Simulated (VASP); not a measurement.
# Ti3Al (P-6m2) in VASP: notebook

The runs below take Ti3Al through single point, with PBE.

Everything below comes from runs of VASP 6.6.1. Logs are shortened: lines on timing, memory, paths and dates and some standing lists are left out, and cuts for length are marked.

**1. The cell of the first run**

It takes space group P-6m2 (No. 187, hexagonal). Conventional cell: a = 2.839 Å, b = 2.839 Å, c = 8.946 Å, α = 90.00°, β = 90.00°, γ = 120.00°. Ti (site symmetry -6m2) has 12 Ti at 2.77 to 2.84 Å within 3.7 Å. Within 3.7 Å of Ti (site symmetry 3m) lie 9 Ti at 2.77 to 2.84 Å and 3 Al at 2.78 Å. Al (site symmetry -6m2) has 6 Ti at 2.78 Å and 6 Al at 2.84 Å within 3.7 Å.

**2. Single point, PBE, collinear spin (15.61 Å³/atom)**

File INCAR:

```
SYSTEM = Ti3Al
  ALGO = Normal
  EDIFF = 1E-6
  ENCUT = 520
  GGA = PE
  ISIF = 2
  ISMEAR = 0
  ISPIN = 2
  LASPH = .True.
  LCHARG = .False.
  LMAXMIX = 4
  LORBIT = 11
  LREAL = .False.
  LWAVE = .False.
  MAGMOM = 0.333 0.333 0.333 0
  NBANDS = 32
  NELM = 150
  NUPDOWN = 1.0
  PREC = Accurate
  SIGMA = 0.15
```

File KPOINTS:

```
k-points
0
Gamma
  18 18 6
  0 0 0
```

File POSCAR:

```
Ti3Al
1.0
    2.8390411744      0.0000000000      0.0000000000
   -1.4195205872      2.4586817795      0.0000000000
    0.0000000000      0.0000000000      8.9457488468
Ti Al
3 1
Direct
    0.6666666667      0.3333333333      0.0000000000
    0.3333333333      0.6666666667      0.7504575668
    0.3333333333      0.6666666667      0.2495424332
    0.6666666667      0.3333333333      0.5000000000
```

Potentials or basis: VASP PAW PBE potentials, release 64 (Ti_sv, Al).

The run is started by

```bash
cat potpaw_PBE.64/Ti_sv/POTCAR potpaw_PBE.64/Al/POTCAR > POTCAR
mpirun -np 1 vasp_std > vasp.out
```

OUTCAR:

```text
SYSTEM = Ti3Al
   EDIFF = 1E-6
   ENCUT = 520
   GGA = PE
   ISIF = 2
   ISMEAR = 0
   ISPIN = 2
   LASPH = .True.
   LORBIT = 11
   LREAL = .False.
   NELM = 150
   NUPDOWN = 1.0
   PREC = Accurate

 ion  position               nearest neighbor table
   1  0.667  0.333  0.000-   2 2.77   3 2.77   2 2.77   3 2.77   2 2.77   3 2.77
   2  0.333  0.667  0.750-   1 2.77   1 2.77   1 2.77   4 2.78   4 2.78   4 2.78
   3  0.333  0.667  0.250-   1 2.77   1 2.77   1 2.77   4 2.78   4 2.78   4 2.78
   4  0.667  0.333  0.500-   2 2.78   3 2.78   2 2.78   3 2.78   2 2.78   3 2.78

  LATTYP: Found a hexagonal cell.
 ALAT       =     2.8390411744
 C/A-ratio  =     3.1509753812

  Lattice vectors:

 A1 = (   2.8390411744,   0.0000000000,   0.0000000000)
 A2 = (  -1.4195205872,   2.4586817795,   0.0000000000)
 A3 = (   0.0000000000,   0.0000000000,   8.9457488468)

Analysis of symmetry for initial positions (statically):
=====================================================================
 Subroutine PRICEL returns:
 Original cell was already a primitive cell.

 Routine SETGRP: Setting up the symmetry group for a
 hexagonal supercell.

 Subroutine GETGRP returns: Found 12 space group operations
 (whereof 12 operations were pure point group operations)
 out of a pool of 24 trial point group operations.

The static configuration has the point symmetry D_3h.

Analysis of symmetry for dynamics (positions and initial velocities):
=====================================================================
 Subroutine PRICEL returns:
 Original cell was already a primitive cell.

 Routine SETGRP: Setting up the symmetry group for a
 hexagonal supercell.

 Subroutine GETGRP returns: Found 12 space group operations
 (whereof 12 operations were pure point group operations)
 out of a pool of 24 trial point group operations.

The dynamic configuration has the point symmetry D_3h.

Analysis of structural, dynamic, and magnetic symmetry:
=====================================================================
 Subroutine PRICEL returns:
 Original cell was already a primitive cell.

 Routine SETGRP: Setting up the symmetry group for a
 hexagonal supercell.

 Subroutine GETGRP returns: Found 12 space group operations
 (whereof 12 operations were pure point group operations)
 out of a pool of 24 trial point group operations.

The overall configuration has the point symmetry D_3h.

 Subroutine INISYM returns: Found 12 space group operations
 (whereof 12 operations are pure point group operations),
 and found     1 'primitive' translations
[... 127 lines left out ...]
   IVDW    =     0    specifies the selected vdW correction
   LEPSILON=     F    determine dielectric tensor
   LRPA    =     F    only Hartree local field effects (RPA)
 spin polarized calculation
 Gauss-broadening in eV      SIGMA  =   0.15
  energy-cutoff  :      520.00
  volume of cell :       62.44
 maximum number of plane-waves:      1696
 NGX is ok and might be reduce to    24
   NGX = 11   NGY = 11   NGZ = 33

 number of electron      39.0000015 magnetization       0.9999997

 Free energy of the ion-electron system (eV)
  ---------------------------------------------------
  ext. energy  EPLUGINS =         0.00000000
  ---------------------------------------------------
  free energy    TOTEN  =       -27.50197303 eV

  energy without entropy =      -27.45239590  energy(sigma->0) =      -27.47718446

 E-fermi :   8.8536     XC(G=0): -11.6084

 val. band max:        9.1358838488   @ k =   0.1667   0.0000   0.5000
 cond. band min:       8.8564461399   @ k =   0.3333   0.0556   0.1667
 fundamental gap:     -0.2794377089
 Fermi energy:         9.1391990213

 spin component 1

 k-point     1 :       0.0000    0.0000    0.0000
  band No.  band energies     occupation
      1     -47.6489      1.00000
      2     -47.5878      1.00000
      3     -47.4927      1.00000
      4     -24.2557      1.00000
      5     -23.9352      1.00000
      6     -23.5372      1.00000
[... 805 lines left out ...]
     30      13.4300      0.00000
     31      14.0192      0.00000

 [... further k-points ...]

 spin component 2

 k-point     1 :       0.0000    0.0000    0.0000
  band No.  band energies     occupation
      1     -47.4693      1.00000
      2     -47.3779      1.00000
      3     -47.3145      1.00000
      4     -24.0658      1.00000
      5     -23.7160      1.00000
      6     -23.3523      1.00000
[... 805 lines left out ...]
     30      13.6467      0.00000
     31      14.2059      0.00000

 [... further k-points ...]

 [bands above 31 left out]

------------------------ aborting loop because EDIFF is reached ----------------------------------------

  FORCE on cell =-STRESS in cart. coord.  units (eV):
  Direction    XX          YY          ZZ          XY          YZ          ZX
  --------------------------------------------------------------------------------------
  -------------------------------------------------------------------------------------
  Total        4.4170829      4.4170829      5.3601511      0.0000000      0.0000000     -0.0000000
  in kB      113.3327464    113.3327464    137.5298272      0.0000000      0.0000000     -0.0000000
  external PRESSURE =     121.3984400 kB  Pullay stress =       0.0000000 kB

 VOLUME and BASIS-vectors are now :
 -----------------------------------------------------------------------------
  energy-cutoff  :      520.00
  volume of cell :       62.44
      direct lattice vectors                 reciprocal lattice vectors
     2.839041174  0.000000000  0.000000000     0.352231595  0.203361006  0.000000000
    -1.419520587  2.458681779  0.000000000     0.000000000  0.406722012  0.000000000
     0.000000000  0.000000000  8.945748847     0.000000000  0.000000000  0.111784940

 POSITION                                       TOTAL-FORCE (eV/Angst)
 -----------------------------------------------------------------------------------
      1.41952      0.81956      0.00000         0.000000      0.000000      0.000000
     -0.00000      1.63912      6.71340         0.000000     -0.000000     -0.122220
     -0.00000      1.63912      2.23234        -0.000000     -0.000000      0.122220
      1.41952      0.81956      4.47287        -0.000000      0.000000      0.000000
 -----------------------------------------------------------------------------------
    total drift:                                0.000000     -0.000000      0.000000

  FREE ENERGIE OF THE ION-ELECTRON SYSTEM (eV)
  ---------------------------------------------------
  free  energy   TOTEN  =       -27.5019730299 eV

  energy  without entropy=      -27.4523958990  energy(sigma->0) =      -27.47718446

 total charge

# of ion       s       p       d       tot
------------------------------------------
    1        2.274   6.149   1.963  10.386
    2        2.251   6.151   1.950  10.352
    3        2.251   6.151   1.950  10.352
    4        0.438   0.396   0.000   0.834
--------------------------------------------------
tot          7.214  18.847   5.862  31.924

 magnetization (x)

# of ion       s       p       d       tot
------------------------------------------
    1        0.001   0.018   0.151   0.170
    2        0.004   0.021   0.216   0.240
    3        0.004   0.021   0.216   0.240
    4        0.002   0.014   0.000   0.016
--------------------------------------------------
tot          0.010   0.074   0.582   0.666
```

OSZICAR:

```text
N       E                     dE             d eps       ncg     rms          rms(c)
DAV:   1     0.488462505502E+03    0.48846E+03   -0.18828E+04 18992   0.145E+03
DAV:   2     0.273562970840E+02   -0.46111E+03   -0.44724E+03 19536   0.460E+02
DAV:   3    -0.255372961174E+02   -0.52894E+02   -0.51318E+02 32040   0.131E+02
DAV:   4    -0.303732533803E+02   -0.48360E+01   -0.48063E+01 25424   0.378E+01
DAV:   5    -0.306149624131E+02   -0.24171E+00   -0.24168E+00 26024   0.700E+00    0.164E+01
DAV:   6    -0.277049145622E+02    0.29100E+01   -0.13344E+01 25592   0.300E+01    0.526E+00
DAV:   7    -0.280595584330E+02   -0.35464E+00   -0.58835E+00 28960   0.176E+01    0.706E+00
DAV:   8    -0.275041131060E+02    0.55545E+00   -0.43245E+00 26456   0.966E+00    0.279E+00
DAV:   9    -0.274849577283E+02    0.19155E-01   -0.25292E-01 26312   0.327E+00    0.151E+00
DAV:  10    -0.275011191287E+02   -0.16161E-01   -0.81256E-02 21664   0.187E+00    0.357E-01
DAV:  11    -0.275016248803E+02   -0.50575E-03   -0.10505E-02 28128   0.584E-01    0.240E-01
DAV:  12    -0.275019923680E+02   -0.36749E-03   -0.11334E-03 22280   0.241E-01    0.664E-02
DAV:  13    -0.275019956571E+02   -0.32891E-05   -0.23477E-04 28592   0.137E-01    0.325E-02
DAV:  14    -0.275019766129E+02    0.19044E-04   -0.35193E-05 22504   0.517E-02    0.142E-02
DAV:  15    -0.275019724936E+02    0.41193E-05   -0.51765E-06 21128   0.229E-02    0.409E-03
DAV:  16    -0.275019730299E+02   -0.53632E-06   -0.68698E-07 10664   0.668E-03
   1 F= -.27501973E+02 E0= -.27477184E+02  d E =-.495771E-01  mag=     1.0000
```

Run time: 14 min. Hardware: 1 thread of Oxide Virtual Turin-like, shared host; peak memory 0.48 GiB.

What came out:

```
Free energy                                           : -27.5020 eV
Pressure                                              : 12.1 GPa
Largest force                                         : 0.122 eV/Å
Net moment                                            : 1.00 μB per cell
Site moments                                          : Ti +0.17, +0.24 (each value once); Al +0.02 μB
Valence electrons inside the program's atomic spheres : Ti 10.39, 10.35 (each value once); Al 0.83
```

Forces on the atoms (eV/Å):
```
Ti   0.000  0.000  0.000
Ti   0.000  0.000 -0.122
Ti   0.000  0.000  0.122
Al   0.000  0.000  0.000
```

Stress tensor (GPa, compression positive):
```
11.33  0.00  0.00
 0.00 11.33  0.00
 0.00  0.00 13.75
```

Caveat: the cell stands under pressure; the total moment is fixed, so each spin has its own Fermi level.

**3. Single point, PBE, collinear spin (17.16 Å³/atom)**

This run uses another cell than the first one, of 17.16 Å³/atom.

File INCAR:

```
PREC     = Accurate       # precision mode
ENCUT    = 520            # plane-wave cutoff, eV
EDIFF    = 1E-6           # SCF threshold, eV
ISMEAR   = 0              # smearing method
SIGMA    = 0.15           # smearing width, eV
LREAL    = False          # projectors in reciprocal space
LASPH    = True           # aspherical terms in the spheres
NELM     = 150            # most SCF steps
ALGO     = Normal         # electronic algorithm
ISIF     = 2              # what is computed and relaxed
LWAVE    = False          # write WAVECAR
LCHARG   = False          # write CHGCAR
ISPIN    = 2              # spin polarisation
MAGMOM   = 0.167 0.167 0.167 0 # initial moments
LORBIT   = 11             # projections on sites
NUPDOWN  = 0.5            # fixed moment
LMAXMIX  = 4              # l up to which the mixer works
GGA      = PE             # functional
NBANDS   = 32             # bands
```

File KPOINTS:

```
Automatic mesh
0
Gamma
  18 18 6
```

File POSCAR:

```
Ti3Al
1.0
    2.9297375374      0.0000000000      0.0000000000
   -1.4648687687      2.5372271338      0.0000000000
    0.0000000000      0.0000000000      9.2315308536
Ti Al
3 1
Direct
    0.6666666667      0.3333333333      0.0000000000
    0.3333333333      0.6666666667      0.7504575668
    0.3333333333      0.6666666667      0.2495424332
    0.6666666667      0.3333333333      0.5000000000
```

Potentials or basis: VASP PAW PBE potentials, release 64 (Ti_sv, Al).

The run is started by

```bash
cat potpaw_PBE.64/Ti_sv/POTCAR potpaw_PBE.64/Al/POTCAR > POTCAR
mpirun -np 1 vasp_std > vasp.out
```

Wall time 18 min (1 thread of Oxide Virtual Turin-like, shared host); peak memory 0.52 GiB.

It converged, with:

| Property | Result |
| --- | --- |
| Free energy | -27.7739 eV |
| Pressure | -0.1 GPa |
| Largest force | 0.015 eV/Å |
| Net moment | 0.50 μB per cell |
| Site moments | Ti +0.07, +0.13 (each value once); Al +0.01 μB |
| Valence electrons inside the program's atomic spheres | Ti 10.26, 10.23 (each value once); Al 0.80 |

Forces on the atoms (eV/Å):
```
Ti   0.000  0.000  0.000
Ti   0.000  0.000 -0.015
Ti   0.000  0.000  0.015
Al   0.000  0.000  0.000
```

Stress tensor (GPa, compression positive):
```
-0.15  0.00  0.00
 0.00 -0.15  0.00
 0.00  0.00  0.14
```

Caveat: the total moment is fixed, so each spin has its own Fermi level.

[end of part 1 of 2]
